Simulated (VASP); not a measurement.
# AlN (P6_3mc) in VASP: a series of runs

The runs below take AlN through single point, with PBEsol.

Everything below comes from runs of VASP 6.6.1. Logs are shortened: lines on timing, memory, paths and dates and some standing lists are left out, and cuts for length are marked.

### Step 1. The cell of the first run

Symmetry: P6_3mc, No. 186, hexagonal system. Conventional cell: a = 3.101 Å, b = 3.101 Å, c = 4.961 Å, α = 90.00°, β = 90.00°, γ = 120.00°. Within 2.5 Å of Al (site symmetry 3m) lie 4 N at 1.88 to 1.91 Å. Within 2.5 Å of N (site symmetry 3m) lie 4 Al at 1.88 to 1.91 Å.

### Step 2. Single point, PBEsol (volume scaled by 0.99)

Contents of INCAR:

```
SYSTEM = AlN
ALGO     = Normal         ! electronic algorithm
EDIFF    = 1E-6           ! SCF threshold, eV
ENCUT    = 520            ! plane-wave cutoff, eV
GGA      = PS             ! functional
ISIF     = 2              ! what is computed and relaxed
ISMEAR   = -1             ! smearing method
LASPH    = .True.         ! aspherical terms in the spheres
LCHARG   = .False.        ! write CHGCAR
LREAL    = .False.        ! projectors in reciprocal space
LWAVE    = .False.        ! write WAVECAR
NBANDS   = 16             ! bands
NELM     = 100            ! most SCF steps
PREC     = Accurate       ! precision mode
SIGMA    = 0.02           ! smearing width, eV
```

Contents of KPOINTS:

```
k-points
0
Gamma
  11 11 6
  0 0 0
```

Contents of POSCAR:

```
AlN
1.0
    3.1005973844      0.0000000000      0.0000000000
   -1.5502986922      2.6851961018      0.0000000000
    0.0000000000      0.0000000000      4.9613510462
Al N
2 2
Direct
    0.3333333333      0.6666666667      0.0000000000
    0.6666666667      0.3333333333      0.5000000000
    0.3333333333      0.6666666667      0.3850000000
    0.6666666667      0.3333333333      0.8850000000
```

Potentials or basis: VASP PAW PBE potentials, release 64 (Al, N).

Launch:

```bash
$ cat potpaw_PBE.64/Al/POTCAR potpaw_PBE.64/N/POTCAR > POTCAR
$ mpirun -np 1 vasp_std > vasp.out
```

OUTCAR:

```text
SYSTEM = AlN
   EDIFF = 1E-6
   ENCUT = 520
   GGA = PS
   ISIF = 2
   ISMEAR = -1
   LASPH = .True.
   LREAL = .False.
   NELM = 100
   PREC = Accurate

 ion  position               nearest neighbor table
   1  0.333  0.667  0.000-   4 1.88   4 1.88   4 1.88   3 1.91   2 3.06   2 3.06   2 3.06   2 3.06
                             2 3.06   2 3.06
   2  0.667  0.333  0.500-   3 1.88   3 1.88   3 1.88   4 1.91   1 3.06   1 3.06   1 3.06   1 3.06
                             1 3.06   1 3.06
   3  0.333  0.667  0.385-   2 1.88   2 1.88   2 1.88   1 1.91
   4  0.667  0.333  0.885-   1 1.88   1 1.88   1 1.88   2 1.91

  LATTYP: Found a hexagonal cell.
 ALAT       =     3.1005973844
 C/A-ratio  =     1.6001274694

  Lattice vectors:

 A1 = (   3.1005973844,   0.0000000000,   0.0000000000)
 A2 = (  -1.5502986922,   2.6851961018,   0.0000000000)
 A3 = (   0.0000000000,   0.0000000000,   4.9613510462)

Analysis of symmetry for initial positions (statically):
=====================================================================
 Subroutine PRICEL returns:
 Original cell was already a primitive cell.

 Routine SETGRP: Setting up the symmetry group for a
 hexagonal supercell.

 Subroutine GETGRP returns: Found 12 space group operations
 (whereof  6 operations were pure point group operations)
 out of a pool of 24 trial point group operations.

The static configuration has the point symmetry C_3v.
 The point group associated with its full space group is C_6v.

Analysis of symmetry for dynamics (positions and initial velocities):
=====================================================================
 Subroutine PRICEL returns:
 Original cell was already a primitive cell.

 Routine SETGRP: Setting up the symmetry group for a
 hexagonal supercell.

 Subroutine GETGRP returns: Found 12 space group operations
 (whereof  6 operations were pure point group operations)
 out of a pool of 24 trial point group operations.

The dynamic configuration has the point symmetry C_3v.
 The point group associated with its full space group is C_6v.

 Subroutine INISYM returns: Found 12 space group operations
 (whereof  6 operations are pure point group operations),
 and found     1 'primitive' translations

----------------------------------------------------------------------------------------

                                     Primitive cell

  volume of cell :      41.3068

  direct lattice vectors                    reciprocal lattice vectors
     3.100597384  0.000000000  0.000000000     0.322518494  0.186206140  0.000000000
    -1.550298692  2.685196102  0.000000000     0.000000000  0.372412279  0.000000000
     0.000000000  0.000000000  4.961351046     0.000000000  0.000000000  0.201558001

  length of vectors
     3.100597384  3.100597384  4.961351046     0.372412279  0.372412279  0.201558001

  position of ions in fractional coordinates (direct lattice)
     0.333333333  0.666666667  0.000000000
     0.666666667  0.333333333  0.500000000
     0.333333333  0.666666667  0.385000000
     0.666666667  0.333333333  0.885000000

  ion indices of the primitive-cell ions
   primitive index   ion index
                 1           1
                 2           2
                 3           3
                 4           4

----------------------------------------------------------------------------------------

 KPOINTS: k-points

Automatic generation of k-mesh.
 Grid dimensions read from file:
 generate k-points for:   11   11    6

 Generating k-lattice:

  Cartesian coordinates                     Fractional coordinates (reciprocal lattice)
     0.029319863  0.016927831  0.000000000     0.090909091 -0.000000000  0.000000000
     0.000000000  0.033855662  0.000000000     0.000000000  0.090909091  0.000000000
     0.000000000  0.000000000  0.033593000     0.000000000  0.000000000  0.166666667

  Length of vectors
     0.033855662  0.033855662  0.033593000

  Shift w.r.t. Gamma in fractional coordinates (k-lattice)
     0.000000000  0.000000000  0.000000000

 Subroutine IBZKPT returns following result:
[... 45 lines left out ...]

 E-fermi :   6.6148     XC(G=0): -11.1561

 val. band max:        6.2251898418   @ k =   0.0000   0.0000   0.0000
 cond. band min:      10.4034252108   @ k =   0.0000   0.0000   0.0000
 fundamental gap:      4.1782353690
 Fermi energy:         6.6148049666

 k-point     1 :       0.0000    0.0000    0.0000
  band No.  band energies     occupation
      1      -9.0646      2.00000
      2      -6.8451      2.00000
      3       0.0832      2.00000
      4       5.2703      2.00000
      5       5.2703      2.00000
      6       5.9284      2.00000
[... 8 lines left out ...]
     15      19.2948      0.00000
     16      19.2948      0.00000

 k-point     2 :       0.0909    0.0000    0.0000
  band No.  band energies     occupation
      1      -8.9567      2.00000
      2      -6.7836      2.00000
      3       0.2104      2.00000
      4       4.7780      2.00000
      5       5.1305      2.00000
      6       5.4474      2.00000
[... 8 lines left out ...]
     15      19.3001      0.00000
     16      19.3750      0.00000

 k-point     3 :       0.1818    0.0000    0.0000
  band No.  band energies     occupation
      1      -8.6439      2.00000
      2      -6.6186      2.00000
      3       0.5846      2.00000
      4       3.6188      2.00000
      5       4.4599      2.00000
      6       4.8145      2.00000
[... 8 lines left out ...]
     15      18.4679      0.00000
     16      18.8320      0.00000

 k-point     4 :       0.2727    0.0000    0.0000
  band No.  band energies     occupation
      1      -8.1637      2.00000
      2      -6.4132      2.00000
      3       1.1789      2.00000
      4       2.3326      2.00000
      5       3.4101      2.00000
      6       4.4709      2.00000
[... 8 lines left out ...]
     15      18.2652      0.00000
     16      19.7317      0.00000
[... 324 lines left out ...]
 k-point    22 :       0.4545    0.0000    0.1667
  band No.  band energies     occupation
      1      -7.0608      2.00000
      2      -6.3438      2.00000
      3       0.5367      2.00000
      4       1.6238      2.00000
      5       3.0889      2.00000
      6       4.1256      2.00000
[... 8 lines left out ...]
     15      18.5790      0.00000
     16      21.3277      0.00000

 k-point    23 :       0.0909    0.0909    0.1667
  band No.  band energies     occupation
      1      -8.6416      2.00000
      2      -6.8659      2.00000
      3       0.7826      2.00000
      4       4.2151      2.00000
      5       4.2686      2.00000
      6       5.0565      2.00000
[... 8 lines left out ...]
     15      18.6918      0.00000
     16      19.4202      0.00000

 k-point    24 :       0.1818    0.0909    0.1667
  band No.  band energies     occupation
      1      -8.2507      2.00000
      2      -6.6492      2.00000
      3       1.1376      2.00000
      4       3.0847      2.00000
      5       3.4927      2.00000
      6       4.6193      2.00000
[... 8 lines left out ...]
     15      18.6112      0.00000
     16      19.6437      0.00000

 [... further k-points ...]
[... 5 lines left out ...]
  --------------------------------------------------------------------------------------
  -------------------------------------------------------------------------------------
  Total        0.8660556      0.8660556      0.2834550      0.0000000     -0.0000000      0.0000000
  in kB       33.5919352     33.5919352     10.9944458      0.0000000     -0.0000000      0.0000000
  external PRESSURE =      26.0594388 kB  Pullay stress =       0.0000000 kB

 VOLUME and BASIS-vectors are now :
 -----------------------------------------------------------------------------
  energy-cutoff  :      520.00
  volume of cell :       41.31
      direct lattice vectors                 reciprocal lattice vectors
     3.100597384  0.000000000  0.000000000     0.322518494  0.186206140  0.000000000
    -1.550298692  2.685196102  0.000000000     0.000000000  0.372412279  0.000000000
     0.000000000  0.000000000  4.961351046     0.000000000  0.000000000  0.201558001

 POSITION                                       TOTAL-FORCE (eV/Angst)
 -----------------------------------------------------------------------------------
     -0.00000      1.79013      0.00000         0.000000     -0.000000      0.178354
      1.55030      0.89507      2.48068         0.000000      0.000000      0.178354
     -0.00000      1.79013      1.91012        -0.000000      0.000000     -0.178354
      1.55030      0.89507      4.39080         0.000000     -0.000000     -0.178354
 -----------------------------------------------------------------------------------
    total drift:                                0.000000      0.000000     -0.000149

  FREE ENERGIE OF THE ION-ELECTRON SYSTEM (eV)
  ---------------------------------------------------
  free  energy   TOTEN  =       -31.3051478802 eV

  energy  without entropy=      -31.3051478802  energy(sigma->0) =      -31.30514788
```

Run time: 21 s. Hardware: 1 thread of AMD EPYC 7R13 (Zen 3), shared host; peak memory 0.14 GiB.

Results:

| Property | Result |
| --- | --- |
| Free energy | -31.3051 eV |
| Pressure | 2.6 GPa |
| Largest force | 0.178 eV/Å |
| Band gap on the k mesh | 4.18 eV, direct |

Forces on the atoms (eV/Å):
```
Al   0.000  0.000  0.178
Al   0.000  0.000  0.178
N    0.000  0.000 -0.178
N    0.000  0.000 -0.178
```

Levels at points of the mesh, in eV from the valence-band top:
```tsv
k point	band 5	band 6	band 7	band 8	band 9	band 10	band 11	band 12
(0.00, 0.00, 0.00)	-0.95	-0.30	-0.30	0.00	4.18	6.62	10.58	11.05
(0.00, 0.00, 0.50)	-0.64	-0.64	-0.64	-0.64	6.45	6.45	10.26	10.26
```

Caveat: the PAW data sets were made with another functional, which shifts forces and pressure a little.

### Step 3. Single point, PBEsol (volume scaled by 1.02)

Contents of INCAR:

```
SYSTEM = AlN
PREC = Accurate ; ENCUT = 520
EDIFF = 1E-6 ; ISMEAR = -1
SIGMA = 0.02 ; LREAL = .False.
LASPH = .True. ; NELM = 100
ALGO = Normal ; ISIF = 2
LWAVE = .False. ; LCHARG = .True.
GGA = PS ; LELF = .True.
LVHAR = .True. ; NBANDS = 16
```

Contents of KPOINTS:

```
regular mesh
0
Gamma
  11 11 6
  0 0 0
```

Contents of POSCAR:

```
AlN
1.0
    3.1316054153      0.0000000000      0.0000000000
   -1.5658027076      2.7120498443      0.0000000000
    0.0000000000      0.0000000000      5.0109678482
Al N
2 2
Direct
    0.3333333333      0.6666666667      0.0000000000
    0.6666666667      0.3333333333      0.5000000000
    0.3333333333      0.6666666667      0.3850000000
    0.6666666667      0.3333333333      0.8850000000
```

Potentials or basis: VASP PAW PBE potentials, release 64 (Al, N).

Launch:

```bash
$ cat potpaw_PBE.64/Al/POTCAR potpaw_PBE.64/N/POTCAR > POTCAR
$ mpirun -np 1 vasp_std > vasp.out
```

Run time: 22 s. Hardware: 1 thread of AMD EPYC 7R13 (Zen 3), shared host; peak memory 0.14 GiB.

The run converged. Its results:

```yaml
Free_energy: -31.3025 eV
Pressure: -3.4 GPa
Largest_force: 0.177 eV/Å
Band_gap_on_the_k_mesh: 3.92 eV, direct
```

Forces in eV/Å, atoms in the order of the input:
```
Al   0.000  0.000  0.177
Al   0.000  0.000  0.177
N    0.000  0.000 -0.177
N    0.000  0.000 -0.177
```

Stress tensor (GPa, compression positive):
```
-2.90  0.00  0.00
 0.00 -2.90  0.00
 0.00  0.00 -4.39
```

Levels at points of the mesh, in eV from the valence-band top:
```
           k point  band 4  band 5  band 6  band 7  band 8  band 9  band 10  band 11  band 12  band 13
(0.00, 0.00, 0.00)   -0.94   -0.94   -0.29   -0.29    0.00    3.92     6.36    10.34    10.84    10.84
(0.00, 0.00, 0.50)   -3.36   -0.62   -0.62   -0.62   -0.62    6.19     6.19    10.01    10.01    11.16
```

Caveat: the PAW data sets were made with another functional, which shifts forces and pressure a little. A k mesh can miss the band edges.

### Step 4. Single point, PBEsol (volume scaled by 1.06)

Contents of INCAR:

```
PREC = Accurate
ENCUT = 520
EDIFF = 1E-6
ISMEAR = -1
SIGMA = 0.02
LREAL = False
LASPH = True
NELM = 100
ALGO = Normal
ISIF = 2
LWAVE = False
LCHARG = False
GGA = PS
NBANDS = 16
```

Contents of KPOINTS:

```
Automatic mesh
0
Gamma
  11 11 6
```

Contents of POSCAR:

```
AlN
1.0
    3.1720176844      0.0000000000      0.0000000000
   -1.5860088422      2.7470478959      0.0000000000
    0.0000000000      0.0000000000      5.0756326300
Al N
2 2
Direct
    0.3333333333      0.6666666667      0.0000000000
    0.6666666667      0.3333333333      0.5000000000
    0.3333333333      0.6666666667      0.3850000000
    0.6666666667      0.3333333333      0.8850000000
```

Launch:

```bash
$ cat potpaw_PBE.64/Al/POTCAR potpaw_PBE.64/N/POTCAR > POTCAR
$ mpirun -np 1 vasp_std > vasp.out
```

Wall time 23 s (1 thread of AMD EPYC 7R13 (Zen 3), shared host); peak memory 0.14 GiB.

Results (log left out):

```yaml
Free_energy: -31.2321 eV
Pressure: -10.1 GPa
Largest_force: 0.174 eV/Å
Band_gap_on_the_k_mesh: 3.59 eV, direct
```

Forces on the atoms (eV/Å):
```
Al   0.000  0.000  0.174
Al   0.000  0.000  0.174
N    0.000  0.000 -0.174
N    0.000  0.000 -0.174
```

Stress tensor (GPa, compression positive):
```
 -9.88   0.00   0.00
  0.00  -9.88   0.00
  0.00   0.00 -10.51
```

Levels at points of the mesh, in eV from the valence-band top:
| k point | band 4 | band 5 | band 6 | band 7 | band 8 | band 9 | band 10 | band 11 | band 12 | band 13 |
| --- | --- | --- | --- | --- | --- | --- | --- | --- | --- | --- |
| (0.00, 0.00, 0.00) | -0.92 | -0.92 | -0.28 | -0.28 | 0.00 | 3.59 | 6.03 | 10.04 | 10.57 | 10.57 |
| (0.00, 0.00, 0.50) | -3.29 | -0.61 | -0.61 | -0.61 | -0.61 | 5.87 | 5.87 | 9.71 | 9.71 | 10.89 |

Caveat: the PAW data sets were made with another functional, which shifts forces and pressure a little.

### Step 5. Single point, PBEsol (zz strain of -2 %)

Contents of INCAR:

```
PREC = Accurate
ENCUT = 520
EDIFF = 1E-7
ISMEAR = -1
SIGMA = 0.02
LREAL = F
LASPH = T
NELM = 100
ALGO = Normal
ISIF = 2
LWAVE = F
LCHARG = F
GGA = PS
NBANDS = 16
```

KPOINTS is that of step 4.

Contents of POSCAR:

```
AlN
1.0
    3.1110021516      0.0000000000      0.0000000000
   -1.5555010758      2.6942068945      0.0000000000
    0.0000000000      0.0000000000      4.8784400000
Al N
2 2
Direct
    0.3333333333      0.6666666667      0.0000000000
    0.6666666667      0.3333333333      0.5000000000
    0.3333333333      0.6666666667      0.3850000000
    0.6666666667      0.3333333333      0.8850000000
```

Launch:

```bash
$ cat potpaw_PBE.64/Al/POTCAR potpaw_PBE.64/N/POTCAR > POTCAR
$ mpirun -np 1 vasp_std > vasp.out
```

It took 54 s on 1 thread of Intel Xeon 8259CL, shared host; peak memory 0.17 GiB.

Results (log left out):

| Property | Result |
| --- | --- |
| Free energy | -31.2895 eV |
| Pressure | 4.6 GPa |
| Largest force | 0.097 eV/Å |
| Band gap on the k mesh | 4.21 eV, direct |

Forces on the atoms (eV/Å):
```
Al   0.000  0.000 -0.097
Al   0.000  0.000 -0.097
N    0.000  0.000  0.097
N    0.000  0.000  0.097
```

Stress tensor (GPa, compression positive):
```
2.66 0.00 0.00
0.00 2.66 0.00
0.00 0.00 8.53
```

Levels at points of the mesh, in eV from the valence-band top:
| k point | band 4 | band 5 | band 6 | band 7 | band 8 | band 9 | band 10 | band 11 | band 12 | band 13 |
| --- | --- | --- | --- | --- | --- | --- | --- | --- | --- | --- |
| (0.00, 0.00, 0.00) | -1.10 | -1.10 | -0.38 | -0.38 | 0.00 | 4.21 | 6.45 | 10.70 | 10.87 | 10.87 |
| (0.00, 0.00, 0.50) | -3.40 | -0.76 | -0.76 | -0.76 | -0.76 | 6.39 | 6.39 | 10.36 | 10.36 | 11.19 |

Caveat: the cell differs from its parent crystal (zz strain of -2 %); the PAW data sets were made with another functional, which shifts forces and pressure a little.

### Step 6. Single point, PBEsol (equal xx and yy strain of -1 %)

Contents of INCAR:

```
ALGO = Normal ; EDIFF = 1E-6
ENCUT = 520 ; GGA = PS
ISIF = 2 ; ISMEAR = -1
LASPH = True ; LCHARG = True
LELF = True ; LREAL = False
LVHAR = True ; LWAVE = False
NBANDS = 16 ; NELM = 60
PREC = Accurate ; SIGMA = 0.02
```

Contents of KPOINTS:

```
k-points
0
Gamma
  11 11 6
```

Contents of POSCAR:

```
AlN
1.0
    3.0798921301      0.0000000000      0.0000000000
   -1.5399460650      2.6672648256      0.0000000000
    0.0000000000      0.0000000000      4.9780000000
Al N
2 2
Direct
    0.3333333333      0.6666666667      0.0000000000
    0.6666666667      0.3333333333      0.5000000000
    0.3333333333      0.6666666667      0.3850000000
    0.6666666667      0.3333333333      0.8850000000
```

Potentials or basis: VASP PAW PBE potentials, release 64 (Al, N).

Launch:

```bash
$ cat potpaw_PBE.64/Al/POTCAR potpaw_PBE.64/N/POTCAR > POTCAR
$ mpirun -np 1 vasp_std > vasp.out
```

Run time: 60 s. Hardware: 1 thread of Intel Xeon 8259CL, shared host; peak memory 0.17 GiB.

The run converged. Its results:

* Free energy: -31.2874 eV
* Pressure: 5.0 GPa
* Largest force: 0.301 eV/Å
* Band gap on the k mesh: 4.29 eV, direct

Forces in eV/Å, atoms in the order of the input:
```
Al   0.000  0.000  0.301
Al   0.000  0.000  0.301
N    0.000  0.000 -0.301
N    0.000  0.000 -0.301
```

Stress tensor (GPa, compression positive):
```
7.21 0.00 0.00
0.00 7.21 0.00
0.00 0.00 0.55
```

Levels at points of the mesh, in eV from the valence-band top:
| k point | band 5 | band 6 | band 7 | band 8 | band 9 | band 10 | band 11 | band 12 |
| --- | --- | --- | --- | --- | --- | --- | --- | --- |
| (0.00, 0.00, 0.00) | -0.88 | -0.25 | -0.25 | 0.00 | 4.29 | 6.84 | 10.65 | 11.26 |
| (0.00, 0.00, 0.50) | -0.58 | -0.58 | -0.58 | -0.58 | 6.61 | 6.61 | 10.33 | 10.33 |

Caveat: the cell differs from its parent crystal (equal xx and yy strain of -1 %); the PAW data sets were made with another functional, which shifts forces and pressure a little. A k mesh can miss the band edges.

### Step 7. The runs side by side

| cell | gap on the mesh (eV) | pressure (GPa) | largest force (eV/Å) |
| --- | --- | --- | --- |
| a = 3.101, b = 3.101, c = 4.961 Å, angles 90.0, 90.0, 120.0°, 4 atoms | 4.18 | 2.6 | 0.18 |
| a = 3.132, b = 3.132, c = 5.011 Å, angles 90.0, 90.0, 120.0°, 4 atoms | 3.92 | -3.4 | 0.18 |
| a = 3.172, b = 3.172, c = 5.076 Å, angles 90.0, 90.0, 120.0°, 4 atoms | 3.59 | -10.1 | 0.17 |
| a = 3.111, b = 3.111, c = 4.878 Å, angles 90.0, 90.0, 120.0°, 4 atoms | 4.21 | 4.6 | 0.10 |
| a = 3.080, b = 3.080, c = 4.978 Å, angles 90.0, 90.0, 120.0°, 4 atoms | 4.29 | 5.0 | 0.30 |

Alike in all rows: task single point; level PBEsol; potentials or basis VASP PAW PBE potentials, release 64 (Al, N); no spin polarisation; k mesh 11 × 11 × 6; cutoff (eV) 520; smearing fermi-dirac 0.02 eV.

Caveats: the PAW data sets were made with another functional, which shifts forces and pressure a little.

Absolute energies hang on the potentials; compare differences alone.
